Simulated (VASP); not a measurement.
# Pt (Fm-3m) in VASP: a series of runs, part 2 of 3

VASP 6.6.1. The steps go on from the part before.

**3. Single point, PBE, collinear spin**

INCAR reads:

```
SYSTEM = Pt
  PREC = Accurate
  ENCUT = 500
  EDIFF = 1E-6
  ISMEAR = -1
  SIGMA = 0.1
  LREAL = .False.
  LASPH = .True.
  NELM = 200
  ALGO = Normal
  ISIF = 2
  LWAVE = .False.
  LCHARG = .True.
  ISPIN = 2
  MAGMOM = 0.6
  LORBIT = 11
  LMAXMIX = 4
  GGA = PE
  LELF = .True.
  LVHAR = .True.
  NBANDS = 15
  GGA_COMPAT = .False.
```

KPOINTS reads:

```
regular mesh
0
Gamma
  14 14 14
  0 0 0
```

POSCAR reads:

```
Pt
1.0
    0.0000000000      1.9609000000      1.9609000000
    1.9609000000      0.0000000000      1.9609000000
    1.9609000000      1.9609000000      0.0000000000
Pt
1
Direct
    0.0000000000      0.0000000000      0.0000000000
```

Potentials or basis: VASP PAW PBE potentials, release 64 (Pt).

Started as:

```
> cat potpaw_PBE.64/Pt/POTCAR > POTCAR
> mpirun -np 1 vasp_std > vasp.out
```

OUTCAR:

```text
SYSTEM = Pt
   PREC = Accurate
   ENCUT = 500
   EDIFF = 1E-6
   ISMEAR = -1
   LREAL = .False.
   LASPH = .True.
   NELM = 200
   ISIF = 2
   ISPIN = 2
   LORBIT = 11
   GGA = PE

 ion  position               nearest neighbor table
   1  0.000  0.000  0.000-

  LATTYP: Found a face centered cubic cell.
 ALAT       =     3.9218000000

  Lattice vectors:

 A1 = (   0.0000000000,   1.9609000000,   1.9609000000)
 A2 = (   1.9609000000,   0.0000000000,   1.9609000000)
 A3 = (   1.9609000000,   1.9609000000,   0.0000000000)

Analysis of symmetry for initial positions (statically):
=====================================================================
 Subroutine PRICEL returns:
 Original cell was already a primitive cell.

 Routine SETGRP: Setting up the symmetry group for a
 face centered cubic supercell.

 Subroutine GETGRP returns: Found 48 space group operations
 (whereof 48 operations were pure point group operations)
 out of a pool of 48 trial point group operations.

The static configuration has the point symmetry O_h .

Analysis of symmetry for dynamics (positions and initial velocities):
=====================================================================
 Subroutine PRICEL returns:
 Original cell was already a primitive cell.

 Routine SETGRP: Setting up the symmetry group for a
 face centered cubic supercell.

 Subroutine GETGRP returns: Found 48 space group operations
 (whereof 48 operations were pure point group operations)
 out of a pool of 48 trial point group operations.

The dynamic configuration has the point symmetry O_h .

Analysis of structural, dynamic, and magnetic symmetry:
=====================================================================
 Subroutine PRICEL returns:
 Original cell was already a primitive cell.

 Routine SETGRP: Setting up the symmetry group for a
 face centered cubic supercell.

 Subroutine GETGRP returns: Found 48 space group operations
 (whereof 48 operations were pure point group operations)
 out of a pool of 48 trial point group operations.

The overall configuration has the point symmetry O_h .

 Subroutine INISYM returns: Found 48 space group operations
 (whereof 48 operations are pure point group operations),
 and found     1 'primitive' translations

----------------------------------------------------------------------------------------

                                     Primitive cell

  volume of cell :      15.0798

  direct lattice vectors                    reciprocal lattice vectors
     0.000000000  1.960900000  1.960900000    -0.254984956  0.254984956  0.254984956
     1.960900000  0.000000000  1.960900000     0.254984956 -0.254984956  0.254984956
     1.960900000  1.960900000  0.000000000     0.254984956  0.254984956 -0.254984956

  length of vectors
     2.773131374  2.773131374  2.773131374     0.441646899  0.441646899  0.441646899

  position of ions in fractional coordinates (direct lattice)
     0.000000000  0.000000000  0.000000000

  ion indices of the primitive-cell ions
   primitive index   ion index
                 1           1

----------------------------------------------------------------------------------------

 KPOINTS: regular mesh

Automatic generation of k-mesh.
 Grid dimensions read from file:
 generate k-points for:   14   14   14

 Generating k-lattice:

  Cartesian coordinates                     Fractional coordinates (reciprocal lattice)
[... 66 lines left out ...]
   ISIF   =      2    stress and relaxation
   ISYM   =      2    0-nonsym 1-usesym 2-fastsym
   POTIM  = 0.5000    time-step for ionic-motion
   TEBEG  =    0.0;   TEEND  =   0.0 temperature during run
   PSTRESS=    0.0 pullay stress
   NELECT =      10.0000    total number of electrons
   NUPDOWN=      -1.0000    fix difference up-down
   EMIN   =  10.00;   EMAX   =-10.00  energy-range for DOS
   EFERMI =   0.00;   METHOD = LEGACY
   ISMEAR =    -1;   SIGMA  =   0.10  broadening in eV -4-tet -1-fermi 0-gaus
   EFERMI_NEDOS =   21; number of points for ismear=-14 and -15
   IALGO  =     38    algorithm
   IMIX   =      4    mixing-type and parameters
     AMIX     =   0.40;   BMIX     =  1.00
     AMIX_MAG =   1.60;   BMIX_MAG =  1.00
  volume/ion in A,a.u.               =      15.08       101.76
  Fermi-wavevector in a.u.,A,eV,Ry     =   1.427609  2.697791 27.729605  2.038068
  Thomas-Fermi vector in A             =   2.547760
   LORBIT       =     11    0 simple, 1 ext, 2 COOP (PROOUT), +10 PAW based schemes
   GGA     = PE    functional components
   LHFCALC =     F    Hartree Fock is set to
   AEXX    =    0.0000 exact exchange contribution
   IVDW    =     0    specifies the selected vdW correction
   LEPSILON=     F    determine dielectric tensor
   LRPA    =     F    only Hartree local field effects (RPA)
 spin polarized calculation
  energy-cutoff  :      500.00
  volume of cell :       15.08
 maximum number of plane-waves:       393
   NGX = 11   NGY = 11   NGZ = 11

 number of electron      10.0000001 magnetization      -0.0012386

 number of electron      10.0000001 magnetization       0.0003987

 Free energy of the ion-electron system (eV)
  ---------------------------------------------------
  ext. energy  EPLUGINS =         0.00000000
  ---------------------------------------------------
  free energy    TOTEN  =        -6.11717195 eV

  energy without entropy =       -6.06534298  energy(sigma->0) =       -6.09125747

 E-fermi :  11.2703     XC(G=0): -13.4909

 val. band max:       11.2675869894   @ k =   0.4286   0.1429   0.0000
 cond. band min:      11.2731543529   @ k =   0.5000   0.5000   0.0000
 fundamental gap:      0.0055673635
 Fermi energy:        11.2703289648

 spin component 1

 k-point     1 :       0.0000    0.0000    0.0000
  band No.  band energies     occupation
      1       1.0492      1.00000
      2       7.4796      1.00000
      3       7.4796      1.00000
      4       7.4796      1.00000
      5       9.6354      1.00000
      6       9.6354      1.00000
      7      25.9059      0.00000
      8      30.8732      0.00000
      9      30.8732      0.00000
     10      30.8732      0.00000
     11      36.2173      0.00000
     12      43.4163      0.00000
     13      43.4163      0.00000
     14      43.4163      0.00000
[... 403 lines left out ...]
      4       8.4048      1.00000
      5       9.5310      1.00000
      6      10.4051      0.99983
      7      25.5080      0.00000
      8      28.6007      0.00000
      9      30.1798      0.00000
     10      31.5312      0.00000
     11      35.5500      0.00000
     12      37.1296      0.00000
     13      38.5370      0.00000
     14      42.6332      0.00000
     15      44.3394      0.00000

 [... further k-points ...]

 spin component 2

 k-point     1 :       0.0000    0.0000    0.0000
  band No.  band energies     occupation
      1       1.0492      1.00000
      2       7.4798      1.00000
      3       7.4798      1.00000
      4       7.4798      1.00000
      5       9.6357      1.00000
      6       9.6357      1.00000
      7      25.9059      0.00000
      8      30.8732      0.00000
      9      30.8732      0.00000
     10      30.8732      0.00000
     11      36.2172      0.00000
     12      43.4163      0.00000
     13      43.4163      0.00000
     14      43.4163      0.00000
[... 403 lines left out ...]
      4       8.4050      1.00000
      5       9.5312      1.00000
      6      10.4054      0.99982
      7      25.5081      0.00000
      8      28.6007      0.00000
      9      30.1798      0.00000
     10      31.5312      0.00000
     11      35.5501      0.00000
     12      37.1297      0.00000
     13      38.5370      0.00000
     14      42.6332      0.00000
     15      44.3457      0.00000

 [... further k-points ...]
[... 5 lines left out ...]
  --------------------------------------------------------------------------------------
  -------------------------------------------------------------------------------------
  Total        0.9231140      0.9231140      0.9231140      0.0000000     -0.0000000      0.0000000
  in kB       98.0775465     98.0775465     98.0775465      0.0000000     -0.0000000      0.0000000
  external PRESSURE =      98.0775465 kB  Pullay stress =       0.0000000 kB

 VOLUME and BASIS-vectors are now :
 -----------------------------------------------------------------------------
  energy-cutoff  :      500.00
  volume of cell :       15.08
      direct lattice vectors                 reciprocal lattice vectors
     0.000000000  1.960900000  1.960900000    -0.254984956  0.254984956  0.254984956
     1.960900000  0.000000000  1.960900000     0.254984956 -0.254984956  0.254984956
     1.960900000  1.960900000  0.000000000     0.254984956  0.254984956 -0.254984956

 POSITION                                       TOTAL-FORCE (eV/Angst)
 -----------------------------------------------------------------------------------
      0.00000      0.00000      0.00000         0.000000      0.000000      0.000000
 -----------------------------------------------------------------------------------
    total drift:                                0.000000     -0.000000      0.000000

  FREE ENERGIE OF THE ION-ELECTRON SYSTEM (eV)
  ---------------------------------------------------
  free  energy   TOTEN  =        -6.1171719494 eV

  energy  without entropy=       -6.0653429825  energy(sigma->0) =       -6.09125747

 total charge

# of ion       s       p       d       tot
------------------------------------------
    1        0.639   0.613   8.047   9.299

 magnetization (x)

# of ion       s       p       d       tot
------------------------------------------
    1       -0.000  -0.000   0.000   0.000
```

OSZICAR:

```text
N       E                     dE             d eps       ncg     rms          rms(c)
DAV:   1     0.424565188598E+02    0.42457E+02   -0.46045E+03  6327   0.565E+02
DAV:   2    -0.572256246687E+01   -0.48179E+02   -0.46176E+02  8333   0.154E+02
DAV:   3    -0.645995025128E+01   -0.73739E+00   -0.73530E+00  8292   0.171E+01
DAV:   4    -0.646223234380E+01   -0.22821E-02   -0.22818E-02  7437   0.111E+00
DAV:   5    -0.646224579717E+01   -0.13453E-04   -0.13453E-04  8267   0.721E-02    0.131E+01
DAV:   6    -0.615829312485E+01    0.30395E+00   -0.63766E-01  8991   0.505E+00    0.701E+00
DAV:   7    -0.612031826116E+01    0.37975E-01   -0.13601E-01  9096   0.221E+00    0.313E+00
DAV:   8    -0.611842523260E+01    0.18930E-02   -0.17138E-03  7879   0.287E-01    0.154E+00
DAV:   9    -0.611710926040E+01    0.13160E-02   -0.14255E-03  8669   0.263E-01    0.186E-01
DAV:  10    -0.611716811992E+01   -0.58860E-04   -0.72716E-05  8130   0.545E-02    0.342E-02
DAV:  11    -0.611717034896E+01   -0.22290E-05   -0.37604E-06  8521   0.122E-02    0.134E-02
DAV:  12    -0.611717166231E+01   -0.13134E-05   -0.15655E-06  7151   0.671E-03    0.669E-03
DAV:  13    -0.611717194936E+01   -0.28705E-06   -0.70336E-08  6417   0.170E-03
   1 F= -.61171719E+01 E0= -.60912575E+01  d E =-.518290E-01  mag=     0.0002
```

stdout:

```text
POSCAR found type information on POSCAR Pt
 POSCAR found :  1 types and       1 ions
 scaLAPACK will be used
 LDA part: xc-table for (Slater+PW92), standard interpolation
 POSCAR, INCAR and KPOINTS ok, starting setup
 FFT: planning ... GRIDC
 FFT: planning ... GRID_SOFT
 FFT: planning ... GRID
 WAVECAR not read
 entering main loop
```

Wall time 40 s (1 thread of Intel Xeon 8259CL, shared host); peak memory 0.16 GiB.

What came out:

```yaml
Free_energy: -6.1172 eV
Pressure: 9.8 GPa
Band_gap_on_the_k_mesh: zero (filled and empty bands overlap)
Net_moment: 0.00 μB per cell
Valence_electrons_inside_the_program's_atomic_spheres: Pt 9.30
```

Levels at points of the mesh, in eV from the Fermi level:
Spin up:
```tsv
k point	band 3	band 4	band 5	band 6	band 7	band 8
(0.00, 0.00, 0.00)	-3.79	-3.79	-1.63	-1.63	14.64	19.60
(0.50, 0.00, 0.00)	-3.86	-0.48	0.04	0.04	5.84	14.20
(0.50, 0.50, 0.00)	0.00	0.49	0.49	1.78	8.88	11.39
```
Spin down:
| k point | band 2 | band 3 | band 4 | band 5 | band 6 | band 7 | band 8 | band 9 |
| --- | --- | --- | --- | --- | --- | --- | --- | --- |
| (0.00, 0.00, 0.00) | -3.79 | -3.79 | -3.79 | -1.63 | -1.63 | 14.64 | 19.60 | 19.60 |
| (0.50, 0.00, 0.00) | -3.86 | -3.86 | -0.48 | 0.04 | 0.04 | 5.84 | 14.20 | 18.98 |
| (0.50, 0.50, 0.00) | -6.62 | 0.00 | 0.49 | 0.49 | 1.78 | 8.88 | 11.39 | 11.39 |

Caveat: the cell stands under pressure; spin-orbit coupling is left out, which moves the levels of the heavy elements.

**4. Single point, PBE, collinear spin**

INCAR reads:

```
PREC = Accurate
ENCUT = 500
EDIFF = 1E-6
ISMEAR = -1
SIGMA = 0.1
LREAL = False
LASPH = True
NELM = 200
ALGO = Normal
ISIF = 2
LWAVE = False
LCHARG = False
ISPIN = 2
MAGMOM = 0.05
LORBIT = 11
NUPDOWN = 0.05
LMAXMIX = 4
GGA = PE
NBANDS = 15
GGA_COMPAT = False
```

KPOINTS reads:

```
regular mesh
0
Gamma
  14 14 14
```

POSCAR is that of step 3.

Started as:

```
> cat potpaw_PBE.64/Pt/POTCAR > POTCAR
> mpirun -np 1 vasp_std > vasp.out
```

It took 44 s on 1 thread of Intel Xeon 8259CL, shared host; peak memory 0.15 GiB.

Results (log left out):

```
Free energy                                           : -6.1169 eV
Pressure                                              : 9.8 GPa
Net moment                                            : 0.05 μB per cell
Site moments                                          : Pt +0.05 μB
Valence electrons inside the program's atomic spheres : Pt 9.30
```

Caveat: the cell stands under pressure; spin-orbit coupling is left out, which moves the levels of the heavy elements; the total moment is fixed, so each spin has its own Fermi level.

(Part 2 of 3 ends here.)
